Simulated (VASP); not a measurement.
# H (I4/mmm) in VASP: notebook

Aim: see how the results for H move with the level of theory and the settings. Levels: PBE+D3(BJ), PBE+D4, PBE. Tasks: relaxation of cell and atoms, single point.

All numbers are computed with VASP 6.6.1; they aren't measurements. Logs are shortened: lines on timing, memory, paths and dates and some standing lists are left out, and cuts for length are marked.

## Step 1: The cell of the first run

The structure is tetragonal, space group I4/mmm (No. 139). Conventional cell: a = 3.383 Å, b = 3.383 Å, c = 4.117 Å, α = 90.00°, β = 90.00°, γ = 90.00°. Within 1.0 Å of H (site symmetry 4mm) lie 1 H at 0.74 Å.

## Step 2: Relaxation of cell and atoms, PBE+D3(BJ)

INCAR

```
  PREC = Accurate
  ENCUT = 600
  EDIFF = 1E-7
  ISMEAR = -1
  SIGMA = 0.05
  LREAL = False
  LASPH = True
  NELM = 100
  ALGO = Normal
  ISIF = 3
  LWAVE = False
  LCHARG = False
  GGA = PE
  IVDW = 12
  IBRION = 2
  NSW = 60
  EDIFFG = -0.01
```

KPOINTS

```
regular mesh
0
Gamma
  11 11 11
```

POSCAR

```
H
1.0
   -1.6915344700      1.6915344700      2.0584739900
    1.6915344700     -1.6915344700      2.0584739900
    1.6915344700      1.6915344700     -2.0584739900
H
2
Direct
    0.0901377100      0.0901377100      0.0000000000
    0.9098622900      0.9098622900      0.0000000000
```

Potentials or basis: VASP PAW PBE potentials, release 64 (H).

Command:

```
$ cat potpaw_PBE.64/H/POTCAR > POTCAR
$ mpirun -np 1 vasp_std > vasp.out
```

OUTCAR:

```text
PREC = Accurate
   ENCUT = 600
   EDIFF = 1E-7
   ISMEAR = -1
   LREAL = False
   LASPH = True
   NELM = 100
   ISIF = 3
   GGA = PE
   IVDW = 12
   IBRION = 2
   NSW = 60
   EDIFFG = -0.01
 IVDW          = 12

 ion  position               nearest neighbor table
   1  0.090  0.090  0.000-   2 0.74
   2  0.910  0.910  0.000-   1 0.74

  LATTYP: Found a body centered tetragonal cell.
 ALAT       =     3.3830689400
 C/A-ratio  =     1.2169270130

  Lattice vectors:

 A1 = (  -1.6915344700,   1.6915344700,   2.0584739900)
 A2 = (   1.6915344700,  -1.6915344700,   2.0584739900)
 A3 = (   1.6915344700,   1.6915344700,  -2.0584739900)

Analysis of symmetry for initial positions (statically):
=====================================================================
 Subroutine PRICEL returns:
 Original cell was already a primitive cell.

 Routine SETGRP: Setting up the symmetry group for a
 body centered tetragonal supercell.

 Subroutine GETGRP returns: Found 16 space group operations
 (whereof 16 operations were pure point group operations)
 out of a pool of 16 trial point group operations.

The static configuration has the point symmetry D_4h.

Analysis of symmetry for dynamics (positions and initial velocities):
=====================================================================
 Subroutine PRICEL returns:
 Original cell was already a primitive cell.

 Routine SETGRP: Setting up the symmetry group for a
 body centered tetragonal supercell.

 Subroutine GETGRP returns: Found 16 space group operations
 (whereof 16 operations were pure point group operations)
 out of a pool of 16 trial point group operations.

The dynamic configuration has the point symmetry D_4h.

 Subroutine INISYM returns: Found 16 space group operations
 (whereof 16 operations are pure point group operations),
 and found     1 'primitive' translations

----------------------------------------------------------------------------------------

                                     Primitive cell

  volume of cell :      23.5596

  direct lattice vectors                    reciprocal lattice vectors
    -1.691534470  1.691534470  2.058473990     0.000000000  0.295589602  0.242898381
     1.691534470 -1.691534470  2.058473990     0.295589602  0.000000000  0.242898381
     1.691534470  1.691534470 -2.058473990     0.295589602  0.295589602  0.000000000

  length of vectors
     3.155929799  3.155929799  3.155929799     0.382587031  0.382587031  0.418026823

  position of ions in fractional coordinates (direct lattice)
     0.090137710  0.090137710  0.000000000
     0.909862290  0.909862290  0.000000000

  ion indices of the primitive-cell ions
   primitive index   ion index
                 1           1
                 2           2

----------------------------------------------------------------------------------------

 KPOINTS: regular mesh

Automatic generation of k-mesh.
 Grid dimensions read from file:
 generate k-points for:   11   11   11

 Generating k-lattice:

  Cartesian coordinates                     Fractional coordinates (reciprocal lattice)
     0.000000000  0.026871782  0.022081671     0.090909091  0.000000000  0.000000000
     0.026871782  0.000000000  0.022081671     0.000000000  0.090909091  0.000000000
     0.026871782  0.026871782  0.000000000     0.000000000  0.000000000  0.090909091

  Length of vectors
     0.034780639  0.034780639  0.038002438

  Shift w.r.t. Gamma in fractional coordinates (k-lattice)
     0.000000000  0.000000000  0.000000000

 Subroutine IBZKPT returns following result:
 ===========================================

 Found    126 irreducible k-points:

 Following reciprocal coordinates:
            Coordinates               Weight
  0.000000  0.000000  0.000000      1.000000
  0.090909  0.000000 -0.000000      8.000000
  0.181818  0.000000  0.000000      8.000000
  0.272727  0.000000  0.000000      8.000000
  0.363636 -0.000000  0.000000      8.000000
  0.454545  0.000000 -0.000000      8.000000
[... 16 lines left out ...]
 -0.272727  0.181818 -0.000000     16.000000
 -0.181818  0.181818  0.000000      4.000000
 [... further k-points ...]
   k-points           NKPTS =    126   k-points in BZ     NKDIM =    126   number of bands    NBANDS=      5
   number of dos      NEDOS =    301   number of ions     NIONS =      2
   total plane-waves  NPLWV =  21952
   dimension x,y,z NGX =    28 NGY =   28 NGZ =   28
   dimension x,y,z NGXF=    56 NGYF=   56 NGZF=   56
   ions per type =               2
   NGX,Y,Z   is equivalent  to a cutoff of  14.75, 14.75, 14.75 a.u.
   NGXF,Y,Z  is equivalent  to a cutoff of  29.50, 29.50, 29.50 a.u.
 SYSTEM =  unknown system
   PREC   = accura    normal or accurate (medium, high low for compatibility)
   ISTART =      0    job   : 0-new  1-cont  2-samecut
   ICHARG =      2    charge: 1-file 2-atom 10-const
   ISPIN  =      1    spin polarized calculation?
   LNONCOLLINEAR =      F non collinear calculations
   LSORBIT =      F    spin-orbit coupling
   LASPH  =      T    aspherical Exc in radial PAW
   ENCUT  =  600.0 eV  44.10 Ry    6.64 a.u.   6.30  6.30  6.30*2*pi/ulx,y,z
   NELM   =    100;   NELMIN=  2; NELMDL= -5     # of ELM steps
   EDIFF  = 0.1E-06   stopping-criterion for ELM
   LREAL  =      F    real-space projection
   EDIFFG = -.1E-01   stopping-criterion for IOM
   NSW    =     60    number of steps for IOM
   IBRION =      2    ionic relax: 0-MD 1-quasi-New 2-CG
   NFREE  =      1    steps in history (QN), initial steepest desc. (CG)
   ISIF   =      3    stress and relaxation
   ISYM   =      2    0-nonsym 1-usesym 2-fastsym
   POTIM  = 0.5000    time-step for ionic-motion
   TEBEG  =    0.0;   TEEND  =   0.0 temperature during run
   PSTRESS=    0.0 pullay stress
   NELECT =       2.0000    total number of electrons
   NUPDOWN=      -1.0000    fix difference up-down
   EMIN   =  10.00;   EMAX   =-10.00  energy-range for DOS
   EFERMI =   0.00;   METHOD = LEGACY
   ISMEAR =    -1;   SIGMA  =   0.05  broadening in eV -4-tet -1-fermi 0-gaus
   EFERMI_NEDOS =   21; number of points for ismear=-14 and -15
   IALGO  =     38    algorithm
   IMIX   =      4    mixing-type and parameters
     AMIX     =   0.40;   BMIX     =  1.00
     AMIX_MAG =   1.60;   BMIX_MAG =  1.00
  volume/ion in A,a.u.               =      11.78        79.49
  Fermi-wavevector in a.u.,A,eV,Ry     =   0.719497  1.359653  7.043413  0.517676
  Thomas-Fermi vector in A             =   1.808708
   LORBIT       =      0    0 simple, 1 ext, 2 COOP (PROOUT), +10 PAW based schemes
   GGA     = PE    functional components
   LHFCALC =     F    Hartree Fock is set to
   AEXX    =    0.0000 exact exchange contribution
   IVDW    =    12    specifies the selected vdW correction
   LEPSILON=     F    determine dielectric tensor
   LRPA    =     F    only Hartree local field effects (RPA)
 conjugate gradient relaxation of ions
 non-spin polarized calculation
  energy-cutoff  :      600.00
  volume of cell :       23.56
 maximum number of plane-waves:       801
 NGX is ok and might be reduce to    28
   NGX = 13   NGY = 13   NGZ = 13

--------------------------------------- Ionic step        1  -------------------------------------------

 number of electron       2.0000001 magnetization

 Free energy of the ion-electron system (eV)
  ---------------------------------------------------
  ext. energy  EPLUGINS =         0.00000000
  ---------------------------------------------------
  free energy    TOTEN  =        -6.78292930 eV

  energy without entropy =       -6.78292930  energy(sigma->0) =       -6.78292930

------------------------ aborting loop because EDIFF is reached ----------------------------------------

 Edisp (eV)   -0.03872

 E8    (eV) :    -0.0069

  FORCE on cell =-STRESS in cart. coord.  units (eV):
  Direction    XX          YY          ZZ          XY          YZ          ZX
  --------------------------------------------------------------------------------------
  -------------------------------------------------------------------------------------
  Total      -0.00038    -0.00038     0.21051     0.00000    -0.00000     0.00000
  in kB      -0.02592    -0.02592    14.31587     0.00000    -0.00000     0.00000
  external pressure =        4.75 kB  Pullay stress =        0.00 kB
[... 61 lines left out ...]
  energy  without entropy=       -6.8146854707  energy(sigma->0) =       -6.81468547

--------------------------------------- Ionic step        3  -------------------------------------------

 number of electron       2.0000001 magnetization

 Free energy of the ion-electron system (eV)
  ---------------------------------------------------
  ext. energy  EPLUGINS =         0.00000000
  ---------------------------------------------------
  free energy    TOTEN  =        -6.78391331 eV

  energy without entropy =       -6.78391331  energy(sigma->0) =       -6.78391331

 E-fermi :  -7.1015     XC(G=0):  -5.3526

 val. band max:       -8.1300987551   @ k =  -0.4545   0.4545   0.4545
 cond. band min:       0.8368858233   @ k =   0.4545   0.0000  -0.0000
 fundamental gap:      8.9669845785
 Fermi energy:        -7.1015069798

 k-point     1 :       0.0000    0.0000    0.0000
  band No.  band energies     occupation
      1     -10.4912      2.00000
      2       5.4821      0.00000
      3       8.8182      0.00000
      4      15.3660      0.00000
      5      15.3660      0.00000

 k-point     2 :       0.0909    0.0000   -0.0000
  band No.  band energies     occupation
      1     -10.3908      2.00000
      2       4.9930      0.00000
      3       9.0324      0.00000
      4      14.3368      0.00000
      5      14.6836      0.00000
[... 169 lines left out ...]
 k-point    24 :      -0.1818    0.1818    0.0000
  band No.  band energies     occupation
      1     -10.0452      2.00000
      2       4.4950      0.00000
      3       7.6362      0.00000
      4      13.2221      0.00000
      5      13.9068      0.00000

 [... further k-points ...]

------------------------ aborting loop because EDIFF is reached ----------------------------------------

 Edisp (eV)   -0.03883

 E8    (eV) :    -0.0070

  FORCE on cell =-STRESS in cart. coord.  units (eV):
  Direction    XX          YY          ZZ          XY          YZ          ZX
  --------------------------------------------------------------------------------------
  -------------------------------------------------------------------------------------
  Total       0.00024     0.00024     0.00357     0.00000    -0.00000     0.00000
  in kB       0.01625     0.01625     0.24213     0.00000    -0.00000     0.00000
  external pressure =        0.09 kB  Pullay stress =        0.00 kB
[... 17 lines left out ...]
  FREE ENERGIE OF THE ION-ELECTRON SYSTEM (eV)
  ---------------------------------------------------
  free  energy   TOTEN  =        -6.8227466629 eV

  energy  without entropy=       -6.8227466628  energy(sigma->0) =       -6.82274666

 reached required accuracy - stopping structural energy minimisation
```

Run time: 70 s. Hardware: 1 thread of Intel Xeon 6975P-C, shared host; peak memory 0.16 GiB.

Results:

```yaml
Free_energy: -6.8227 eV
Relaxed_volume: 11.80 Å³/atom
Relaxed_cell: a = 3.158 Å, b = 3.158 Å, c = 3.158 Å, α = 115.22°, β = 115.22°, γ = 98.50°
Space_group_after_relaxing_to_0.05_Å: I4/mmm (No. 139)
Energy_gained_by_relaxing: 0.6 meV/atom
Ionic_steps: 3
Pressure_after_relaxing: 0.0 GPa
Largest_force_after_relaxing: 0.003 eV/Å
Band_gap_on_the_k_mesh: 8.97 eV, indirect (least direct gap 9.76 eV)
Dispersion_energy_per_atom: -0.019 eV
```

Forces on the atoms (eV/Å):
```
H    0.000  0.000 -0.003
H    0.000  0.000  0.003
```

The path:
```
step  energy change (eV)  largest force (eV/Å)  pressure (GPa)  volume (Å³)
   1              0.0000                0.2765            0.48        23.56
   2              0.0070                0.6947           -1.19        23.68
   3             -0.0011                0.0034            0.01        23.59
```

Final structure:
```
CELL_PARAMETERS angstrom
-1.69153 1.69153 2.06122
1.69153 -1.69153 2.06122
1.69153 1.69153 -2.06122
ATOMIC_POSITIONS crystal
H 0.09100 0.09100 0.00000
H 0.90900 0.90900 0.00000
```

A k mesh can miss the band edges. Expect the measured gap to be larger: semilocal functionals such as PBE lack the derivative discontinuity.

## Step 3: Relaxation of cell and atoms, PBE+D4

INCAR

```
SYSTEM = H
  PREC = Accurate
  ENCUT = 600
  EDIFF = 1E-6
  ISMEAR = -1
  SIGMA = 0.05
  LREAL = .False.
  LASPH = .True.
  NELM = 100
  ALGO = Normal
  ISIF = 3
  LWAVE = .False.
  LCHARG = .False.
  GGA = PE
  IVDW = 13
  IBRION = 2
  NSW = 60
  EDIFFG = -0.01
```

KPOINTS

```
regular mesh
0
Gamma
  11 11 11
  0 0 0
```

POSCAR is that of step 2.

Potentials or basis: VASP PAW PBE potentials, release 64 (H).

Command:

```
$ cat potpaw_PBE.64/H/POTCAR > POTCAR
$ mpirun -np 1 vasp_std > vasp.out
```

Run time: 63 s. Hardware: 1 thread of Intel Xeon 6975P-C, shared host; peak memory 0.15 GiB.

It converged, with:

* Free energy: -6.8186 eV
* Relaxed volume: 11.80 Å³/atom
* Relaxed cell: a = 3.158 Å, b = 3.158 Å, c = 3.158 Å, α = 115.22°, β = 115.22°, γ = 98.51°
* Space group after relaxing (to 0.05 Å): I4/mmm (No. 139)
* Energy gained by relaxing: 0.5 meV/atom
* Ionic steps: 3
* Pressure after relaxing: 0.1 GPa
* Largest force after relaxing: 0.004 eV/Å
* Band gap on the k mesh: 8.97 eV, indirect (least direct gap 9.77 eV)
* Dispersion energy per atom: -0.017 eV

Forces on the atoms (eV/Å):
```
H    0.000  0.000 -0.004
H    0.000  0.000  0.004
```

Step by step:
| step | energy change (eV) | largest force (eV/Å) | pressure (GPa) | volume (Å³) |
| --- | --- | --- | --- | --- |
| 1 | 0.0000 | 0.2628 | 0.50 | 23.56 |
| 2 | 0.0066 | 0.6855 | -1.12 | 23.69 |
| 3 | -0.0010 | 0.0042 | 0.06 | 23.59 |

Final structure:
```yaml
crystal:
  lattice:
    - [-1.69161, 1.69161, 2.06115]
    - [1.69161, -1.69161, 2.06115]
    - [1.69161, 1.69161, -2.06115]
  atoms:
    - { symbol: H, position: [0.09095, 0.09095, 0.00000] }
    - { symbol: H, position: [0.90905, 0.90905, 0.00000] }
```

Levels at points of the mesh, in eV from the valence-band top:
```csv
k point,band 1,band 2,band 3,band 4,band 5
"(0.00, 0.00, 0.00)",-2.36,13.61,16.96,23.50,23.50
```

## Step 4: Single point, PBE

INCAR

```
SYSTEM = H
PREC     = Accurate       ! precision mode
ENCUT    = 520            ! plane-wave cutoff, eV
EDIFF    = 1E-7           ! SCF threshold, eV
ISMEAR   = 0              ! smearing method
SIGMA    = 0.1            ! smearing width, eV
LREAL    = .False.        ! projectors in reciprocal space
LASPH    = .True.         ! aspherical terms in the spheres
NELM     = 80             ! most SCF steps
ALGO     = Normal         ! electronic algorithm
ISIF     = 2              ! what is computed and relaxed
LWAVE    = .False.        ! write WAVECAR
LCHARG   = .True.         ! write CHGCAR
GGA      = PE             ! functional
LELF     = .True.         ! ELF
LVHAR    = .True.       
NBANDS   = 8              ! bands
```

KPOINTS is that of step 3.

POSCAR is that of step 3.

Command:

```
$ cat potpaw_PBE.64/H/POTCAR > POTCAR
$ mpirun -np 1 vasp_std > vasp.out
```

It used 28 s of CPU time on 1 thread of AMD EPYC 7R13 Processor (Zen 3), on a shared host.

It converged, with:

* Free energy: -6.7812 eV
* Pressure: 0.6 GPa
* Largest force: 0.264 eV/Å
* Band gap on the k mesh: 9.05 eV, indirect (least direct gap 9.84 eV)

Forces in eV/Å, atoms in the order of the input:
```
H    0.000  0.000  0.264
H    0.000  0.000 -0.264
```

Stress tensor (GPa, compression positive):
```
0.19 0.00 0.00
0.00 0.19 0.00
0.00 0.00 1.51
```

Levels at points of the mesh, in eV from the valence-band top:
```csv
k point,band 1,band 2,band 3,band 4
"(0.00, 0.00, 0.00)",-2.34,13.62,17.11,23.56
```

A k mesh can miss the band edges. As with any semilocal functional, this PBE gap is likely too small.

## Step 5: The runs side by side

| task | level | cell | cutoff (eV) | smearing | gap on the mesh (eV) | pressure (GPa) | relaxed volume (Å³/atom) |
| --- | --- | --- | --- | --- | --- | --- | --- |
| relaxation of cell and atoms | PBE+D3(BJ) | relaxed | 600 | fermi-dirac 0.05 eV | 8.97 | 0.0 | 11.80 |
| relaxation of cell and atoms | PBE+D4 | relaxed | 600 | fermi-dirac 0.05 eV | 8.97 | 0.1 | 11.80 |
| single point | PBE | as given | 520 | gaussian 0.1 eV | 9.05 | 0.6 | - |

Alike in all rows: potentials or basis VASP PAW PBE potentials, release 64 (H); no spin polarisation; k mesh 11 × 11 × 11.

Absolute energies hang on the potentials; compare differences alone.
